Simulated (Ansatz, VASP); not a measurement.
**One calculation of LaBi, two programs**

```xyz
2
Lattice="0.0000 3.3257 3.3257 3.3257 0.0000 3.3257 3.3257 3.3257 0.0000" Properties=species:S:1:pos:R:3 pbc="T T T"
La    0.0000    0.0000    0.0000
Bi    3.3257    3.3257    3.3257
```

Alike in both runs: task single point; functional LDA; k mesh 6 × 6 × 6; no spin polarisation.

```csv
,VASP,Ansatz
version,VASP 6.6.1,Ansatz 0.2.0
potentials or method,"VASP PAW LDA potentials, release 64 (La, Bi_d), cutoff 520 eV","plane waves, PAW"
occupations,"methfessel-paxton of order 1, width 0.05 eV","cold, width 0.05 eV"
valence electrons in the cell,26,26
```

|  | VASP | Ansatz | Ansatz less VASP |
| --- | --- | --- | --- |
| pressure (GPa) | -3.3 | -3.3 | 0.00 |

LDA's correlation is that of Perdew and Zunger in VASP and of Perdew and Wang (1992) in Ansatz.

Spin-orbit coupling is off throughout.
